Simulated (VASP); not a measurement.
# Ga2SeS3 (R-3m) in VASP: single point with PBE

Aim: the single point of Ga2SeS3 with PBE.

Program: VASP 6.6.1. These are calculated values, not measurements. Logs are shortened: lines on timing, memory, paths and dates and some standing lists are left out, and cuts for length are marked.

## Step 1: The cell of the first run

The structure is trigonal, space group R-3m (No. 166). Conventional cell: a = 6.988 Å, b = 6.988 Å, c = 9.084 Å, α = 90.00°, β = 90.00°, γ = 120.00°. Within 3.4 Å of Ga (site symmetry 3m) lie 3 S at 2.60 Å and 1 Ga at 2.79 Å and 1 Se at 3.15 Å. Se (site symmetry -3m) has 6 S at 2.52 Å and 2 Ga at 3.15 Å within 3.3 Å. Within 3.3 Å of S (site symmetry 2/m) lie 2 Se at 2.52 Å and 2 Ga at 2.60 Å.

The cell was generated, and may not be a known phase.

## Step 2: Single point, PBE

File INCAR:

```
SYSTEM = Ga2SeS3
ALGO     = Normal         ! electronic algorithm
EDIFF    = 1E-6           ! SCF threshold, eV
ENCUT    = 520            ! plane-wave cutoff, eV
GGA      = PE             ! functional
ISIF     = 2              ! what is computed and relaxed
ISMEAR   = 0              ! smearing method
LASPH    = .TRUE.         ! aspherical terms in the spheres
LCHARG   = .TRUE.         ! write CHGCAR
LELF     = .TRUE.         ! ELF
LREAL    = .FALSE.        ! projectors in reciprocal space
LVHAR    = .TRUE.       
LWAVE    = .FALSE.        ! write WAVECAR
NBANDS   = 34             ! bands
NELM     = 60             ! most SCF steps
PREC     = Accurate       ! precision mode
SIGMA    = 0.1            ! smearing width, eV
```

File KPOINTS:

```
k-points
0
G
  12 12 12
  0 0 0
```

File POSCAR:

```
Ga2SeS3
1.0
    3.4941353154      2.0173399660      3.0279331487
   -3.4941353154      2.0173399660      3.0279331487
    0.0000000000     -4.0346799287      3.0279331510
Ga Se S
2 1 3
Direct
    0.6534371660      0.6534371660      0.6534371660
    0.3465628340      0.3465628340      0.3465628340
    0.0000000000      0.0000000000      0.0000000000
    0.0000000000      0.5000000000      0.0000000000
    0.5000000000      0.0000000000      0.0000000000
    0.0000000000      0.0000000000      0.5000000000
```

Potentials or basis: VASP PAW PBE potentials, release 64 (Ga_d, Se, S).

Command:

```console
$ cat potpaw_PBE.64/Ga_d/POTCAR potpaw_PBE.64/Se/POTCAR potpaw_PBE.64/S/POTCAR > POTCAR
$ mpirun -np 1 vasp_std > vasp.out
```

OUTCAR:

```text
SYSTEM = Ga2SeS3
   EDIFF = 1E-6
   ENCUT = 520
   GGA = PE
   ISIF = 2
   ISMEAR = 0
   LASPH = .TRUE.
   LREAL = .FALSE.
   NELM = 60
   PREC = Accurate

 ion  position               nearest neighbor table
   1  0.653  0.653  0.653-   6 2.60   5 2.60   4 2.60   2 2.79
   2  0.347  0.347  0.347-   6 2.60   5 2.60   4 2.60   1 2.79
   3  0.000  0.000  0.000-   4 2.52   5 2.52   4 2.52   5 2.52   6 2.52   6 2.52
   4  0.000  0.500  0.000-   3 2.52   3 2.52   1 2.60   2 2.60
   5  0.500  0.000  0.000-   3 2.52   3 2.52   1 2.60   2 2.60
   6  0.000  0.000  0.500-   3 2.52   3 2.52   1 2.60   2 2.60

  LATTYP: Found a trigonal (rhomboedric) cell.
 ALAT       =     5.0445040682
 COS(alpha) =     0.0404392356

  Lattice vectors:

 A1 = (   3.4941353154,   2.0173399660,   3.0279331487)
 A2 = (  -3.4941353154,   2.0173399660,   3.0279331487)
 A3 = (   0.0000000000,  -4.0346799287,   3.0279331510)

Analysis of symmetry for initial positions (statically):
=====================================================================
 Subroutine PRICEL returns:
 Original cell was already a primitive cell.

 Routine SETGRP: Setting up the symmetry group for a
 trigonal (rhombohedral) supercell.

 Subroutine GETGRP returns: Found 12 space group operations
 (whereof 12 operations were pure point group operations)
 out of a pool of 12 trial point group operations.

The static configuration has the point symmetry D_3d.

Analysis of symmetry for dynamics (positions and initial velocities):
=====================================================================
 Subroutine PRICEL returns:
 Original cell was already a primitive cell.

 Routine SETGRP: Setting up the symmetry group for a
 trigonal (rhombohedral) supercell.

 Subroutine GETGRP returns: Found 12 space group operations
 (whereof 12 operations were pure point group operations)
 out of a pool of 12 trial point group operations.

The dynamic configuration has the point symmetry D_3d.

 Subroutine INISYM returns: Found 12 space group operations
 (whereof 12 operations are pure point group operations),
 and found     1 'primitive' translations

----------------------------------------------------------------------------------------

                                     Primitive cell

  volume of cell :     128.0608

  direct lattice vectors                    reciprocal lattice vectors
     3.494135315  2.017339966  3.027933149     0.143096920  0.082617045  0.110086094
    -3.494135315  2.017339966  3.027933149    -0.143096920  0.082617045  0.110086094
     0.000000000 -4.034679929  3.027933151     0.000000000 -0.165234090  0.110086094

  length of vectors
     5.044504068  5.044504068  5.044504068     0.198547860  0.198547860  0.198547860

  position of ions in fractional coordinates (direct lattice)
     0.653437166  0.653437166  0.653437166
     0.346562834  0.346562834  0.346562834
     0.000000000  0.000000000  0.000000000
     1.000000000  0.500000000  0.000000000
     0.500000000  1.000000000  0.000000000
     0.000000000  0.000000000  0.500000000

  ion indices of the primitive-cell ions
   primitive index   ion index
                 1           1
                 2           2
                 3           3
                 4           4
                 5           5
                 6           6

----------------------------------------------------------------------------------------

 KPOINTS: k-points

Automatic generation of k-mesh.
 Grid dimensions read from file:
 generate k-points for:   12   12   12

 Generating k-lattice:

  Cartesian coordinates                     Fractional coordinates (reciprocal lattice)
     0.011924743  0.006884754  0.009173841     0.083333333  0.000000000  0.000000000
    -0.011924743  0.006884754  0.009173841     0.000000000  0.083333333  0.000000000
     0.000000000 -0.013769507  0.009173841     0.000000000  0.000000000  0.083333333

  Length of vectors
     0.016545655  0.016545655  0.016545655

  Shift w.r.t. Gamma in fractional coordinates (k-lattice)
     0.000000000  0.000000000  0.000000000

 Subroutine IBZKPT returns following result:
 ===========================================

 Found    189 irreducible k-points:

 Following reciprocal coordinates:
            Coordinates               Weight
  0.000000  0.000000  0.000000      1.000000
  0.083333  0.000000  0.000000      6.000000
  0.166667  0.000000 -0.000000      6.000000
  0.250000  0.000000  0.000000      6.000000
  0.333333  0.000000  0.000000      6.000000
  0.416667  0.000000 -0.000000      6.000000
[... 16 lines left out ...]
  0.500000  0.166667 -0.000000     12.000000
 -0.416667  0.166667  0.000000     12.000000
 [... further k-points ...]
   k-points           NKPTS =    189   k-points in BZ     NKDIM =    189   number of bands    NBANDS=     34
   number of dos      NEDOS =    301   number of ions     NIONS =      6
   total plane-waves  NPLWV =  64000
   dimension x,y,z NGX =    40 NGY =   40 NGZ =   40
   dimension x,y,z NGXF=    80 NGYF=   80 NGZF=   80
   ions per type =               2   1   3
   NGX,Y,Z   is equivalent  to a cutoff of  13.18, 13.18, 13.18 a.u.
   NGXF,Y,Z  is equivalent  to a cutoff of  26.36, 26.36, 26.36 a.u.
 SYSTEM =  Ga2SeS3
   PREC   = accura    normal or accurate (medium, high low for compatibility)
   ISTART =      0    job   : 0-new  1-cont  2-samecut
   ICHARG =      2    charge: 1-file 2-atom 10-const
   ISPIN  =      1    spin polarized calculation?
   LNONCOLLINEAR =      F non collinear calculations
   LSORBIT =      F    spin-orbit coupling
   LASPH  =      T    aspherical Exc in radial PAW
   ENCUT  =  520.0 eV  38.22 Ry    6.18 a.u.   9.38  9.38  9.38*2*pi/ulx,y,z
   NELM   =     60;   NELMIN=  2; NELMDL= -5     # of ELM steps
   EDIFF  = 0.1E-05   stopping-criterion for ELM
   LREAL  =      F    real-space projection
   EDIFFG = 0.1E-04   stopping-criterion for IOM
   NSW    =      0    number of steps for IOM
   IBRION =     -1    ionic relax: 0-MD 1-quasi-New 2-CG
   NFREE  =      0    steps in history (QN), initial steepest desc. (CG)
   ISIF   =      2    stress and relaxation
   ISYM   =      2    0-nonsym 1-usesym 2-fastsym
   POTIM  = 0.5000    time-step for ionic-motion
   TEBEG  =    0.0;   TEEND  =   0.0 temperature during run
   PSTRESS=    0.0 pullay stress
   NELECT =      50.0000    total number of electrons
   NUPDOWN=      -1.0000    fix difference up-down
   EMIN   =  10.00;   EMAX   =-10.00  energy-range for DOS
   EFERMI =   0.00;   METHOD = LEGACY
   ISMEAR =     0;   SIGMA  =   0.10  broadening in eV -4-tet -1-fermi 0-gaus
   EFERMI_NEDOS =   21; number of points for ismear=-14 and -15
   IALGO  =     38    algorithm
   IMIX   =      4    mixing-type and parameters
     AMIX     =   0.40;   BMIX     =  1.00
     AMIX_MAG =   1.60;   BMIX_MAG =  1.00
  volume/ion in A,a.u.               =      21.34       144.03
  Fermi-wavevector in a.u.,A,eV,Ry     =   1.196537  2.261127 19.479465  1.431700
  Thomas-Fermi vector in A             =   2.332475
   LORBIT       =      0    0 simple, 1 ext, 2 COOP (PROOUT), +10 PAW based schemes
   GGA     = PE    functional components
   LHFCALC =     F    Hartree Fock is set to
   AEXX    =    0.0000 exact exchange contribution
   IVDW    =     0    specifies the selected vdW correction
   LEPSILON=     F    determine dielectric tensor
   LRPA    =     F    only Hartree local field effects (RPA)
 non-spin polarized calculation
 Gauss-broadening in eV      SIGMA  =   0.10
  energy-cutoff  :      520.00
  volume of cell :      128.06
 maximum number of plane-waves:      3468
 NGX is ok and might be reduce to    40
   NGX = 19   NGY = 19   NGZ = 19

 number of electron      49.9999994 magnetization

 Free energy of the ion-electron system (eV)
  ---------------------------------------------------
  ext. energy  EPLUGINS =         0.00000000
  ---------------------------------------------------
  free energy    TOTEN  =       -21.37392424 eV

  energy without entropy =      -21.36186072  energy(sigma->0) =      -21.36789248

 E-fermi :   4.3189     XC(G=0):  -9.7631

 val. band max:        4.3113895163   @ k =  -0.4167   0.4167   0.0833
 cond. band min:       4.3212116715   @ k =  -0.4167   0.4167   0.0000
 fundamental gap:      0.0098221552
 Fermi energy:         4.3189104085

 k-point     1 :       0.0000    0.0000    0.0000
  band No.  band energies     occupation
      1     -11.7212      2.00000
      2     -10.5453      2.00000
      3     -10.5270      2.00000
      4     -10.5270      2.00000
      5     -10.5269      2.00000
      6     -10.5269      2.00000
[... 26 lines left out ...]
     33       9.2853      0.00000
     34       9.4610      0.00000

 k-point     2 :       0.0833    0.0000    0.0000
  band No.  band energies     occupation
      1     -11.7012      2.00000
      2     -10.5465      2.00000
      3     -10.5387      2.00000
      4     -10.5287      2.00000
      5     -10.5240      2.00000
      6     -10.5170      2.00000
[... 26 lines left out ...]
     33       9.3930      0.00000
     34       9.4619      0.00000

 k-point     3 :       0.1667    0.0000   -0.0000
  band No.  band energies     occupation
      1     -11.6440      2.00000
      2     -10.5509      2.00000
      3     -10.5499      2.00000
      4     -10.5289      2.00000
      5     -10.5210      2.00000
      6     -10.5101      2.00000
[... 26 lines left out ...]
     33       9.2240      0.00000
     34       9.5422      0.00000
[... 704 lines left out ...]
 k-point    23 :       0.5000    0.1667   -0.0000
  band No.  band energies     occupation
      1     -11.2799      2.00000
      2     -10.5768      2.00000
      3     -10.5586      2.00000
      4     -10.5414      2.00000
      5     -10.5040      2.00000
      6     -10.4975      2.00000
[... 26 lines left out ...]
     33       9.5586      0.00000
     34      10.7317      0.00000

 k-point    24 :      -0.4167    0.1667    0.0000
  band No.  band energies     occupation
      1     -11.3102      2.00000
      2     -10.5730      2.00000
      3     -10.5530      2.00000
      4     -10.5379      2.00000
      5     -10.5047      2.00000
      6     -10.4967      2.00000
[... 26 lines left out ...]
     33       9.4980      0.00000
     34      10.2395      0.00000

 [... further k-points ...]

------------------------ aborting loop because EDIFF is reached ----------------------------------------

  FORCE on cell =-STRESS in cart. coord.  units (eV):
  Direction    XX          YY          ZZ          XY          YZ          ZX
  --------------------------------------------------------------------------------------
  -------------------------------------------------------------------------------------
  Total       -0.0080947     -0.0080947      0.0155438      0.0000000      0.0000000      0.0000000
  in kB       -0.1012734     -0.1012734      0.1944699      0.0000000      0.0000000      0.0000000
  external PRESSURE =      -0.0026923 kB  Pullay stress =       0.0000000 kB

 VOLUME and BASIS-vectors are now :
 -----------------------------------------------------------------------------
  energy-cutoff  :      520.00
  volume of cell :      128.06
      direct lattice vectors                 reciprocal lattice vectors
     3.494135315  2.017339966  3.027933149     0.143096920  0.082617045  0.110086094
    -3.494135315  2.017339966  3.027933149    -0.143096920  0.082617045  0.110086094
     0.000000000 -4.034679929  3.027933151     0.000000000 -0.165234090  0.110086094

 POSITION                                       TOTAL-FORCE (eV/Angst)
 -----------------------------------------------------------------------------------
      0.00000      0.00000      5.93569        -0.000000     -0.000000     -0.003405
      0.00000      0.00000      3.14811        -0.000000      0.000000      0.003405
      0.00000      0.00000      0.00000        -0.000000      0.000000     -0.000000
     -1.74707      1.00867      1.51397        -0.000000      0.000000     -0.000000
      1.74707      1.00867      1.51397        -0.000000      0.000000     -0.000000
      0.00000     -2.01734      1.51397         0.000000      0.000000     -0.000000
 -----------------------------------------------------------------------------------
    total drift:                               -0.000000     -0.000000      0.000000

  FREE ENERGIE OF THE ION-ELECTRON SYSTEM (eV)
  ---------------------------------------------------
  free  energy   TOTEN  =       -21.3739242368 eV

  energy  without entropy=      -21.3618607161  energy(sigma->0) =      -21.36789248
```

It took 19 min on 1 thread of Intel Xeon 8259CL, shared host; peak memory 0.78 GiB.

What came out:

```
Free energy            : -21.3739 eV
Pressure               : 0.0 GPa
Largest force          : 0.003 eV/Å
Band gap on the k mesh : zero (bands 25 and 26 overlap by 1.99 eV)
```

Forces in eV/Å, atoms in the order of the input:
```
Ga   0.000  0.000 -0.003
Ga   0.000  0.000  0.003
Se   0.000  0.000  0.000
S    0.000  0.000  0.000
S    0.000  0.000  0.000
S    0.000  0.000  0.000
```
